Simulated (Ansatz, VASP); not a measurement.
**C: VASP beside Ansatz**

The input INCAR:

```
ALGO = Normal
EDIFF = 1E-6
ENCUT = 520
GGA = PS
ISIF = 2
ISMEAR = 0
IVDW = 12
LASPH = T
LCHARG = F
LREAL = F
LWAVE = F
NBANDS = 16
NELM = 100
PREC = Accurate
SIGMA = 0.15
```

The input KPOINTS:

```
k-points
0
Gamma
  18 18 6
```

Contents of POSCAR:

```
C
1.0
    2.4580081300     -0.3687012195      0.0000000000
   -1.5483086875      2.3130480930      0.0000000000
    0.0000000000      0.0000000000      6.1194527631
C
4
Direct
    0.0000000000      0.0000000000      0.0025000000
    0.0000000000      0.0000000000      0.5025000000
    0.3333333333      0.6666666667      0.0025000000
    0.6666666667      0.3333333333      0.5025000000
```

Input for Ansatz:

```yaml
crystal:
  lattice:
    - [2.4580081303, -0.3687012195, 0.0]
    - [-1.5483086877, 2.3130480933, 0.0]
    - [0.0, 0.0, 6.1194527675]
  atoms:
    - { symbol: C, position: [0.0, 0.0, 0.0025] }
    - { symbol: C, position: [0.0, 0.0, 0.5025] }
    - { symbol: C, position: [0.3333333333, 0.6666666667, 0.0025] }
    - { symbol: C, position: [0.6666666667, 0.3333333333, 0.5025] }
basis:
  ecutwfc: 520.0
kpoints:
  mp_grid: { grid: [18, 18, 6] }
hamiltonian:
  xc: pbesol
  pseudopotentials: { kind: paw, azcp: { folder: soft_1 } }
  dispersion: d3bj
scf:
  occupations: { method: gaussian, width: 0.15 }
output:
  forces: true
  stress: true
  eigenvalues: true
```

Change from the starting cell: engineering shear strain xy -0.3000, normal strain along z -0.0700.

Alike in both runs: task single point; functional PBEsol; dispersion D3(BJ); k mesh 18 × 18 × 6; occupations gaussian, width 0.15 eV; no spin polarisation.

|  | VASP | Ansatz |
| --- | --- | --- |
| version | VASP 6.6.1 | Ansatz 0.2.0 |
| potentials or method | VASP PAW PBE potentials, release 64 (C), cutoff 520 eV | scalar-relativistic, plane waves, PAW |
| valence electrons in the cell | 16 | 16 |

Ansatz gave:

```
gap on the k mesh at the Fermi level (eV)                     : 0.16
least direct gap on the mesh (eV)                             : 0.16
pressure (GPa)                                                : 39.4
traceless stress, the component that is largest in VASP (GPa) : 156.52
rms of the force components (eV/Å)                            : 3.228
```

Task: What did VASP give for the same quantities?

Result: gap on the k mesh at the Fermi level (eV): 0.16; least direct gap on the mesh (eV): 0.16; pressure (GPa): 40.5; traceless stress, the component that is largest in VASP (GPa): 157.15; rms of the force components (eV/Å): 3.288.

VASP's potentials were made for PBE, not for PBEsol, and Ansatz warns of the same on its side. Atom by atom the forces differ by 0.067 eV/Å (rms over components). Both programs put the cell under a high pressure, so it lies far from rest at this level.
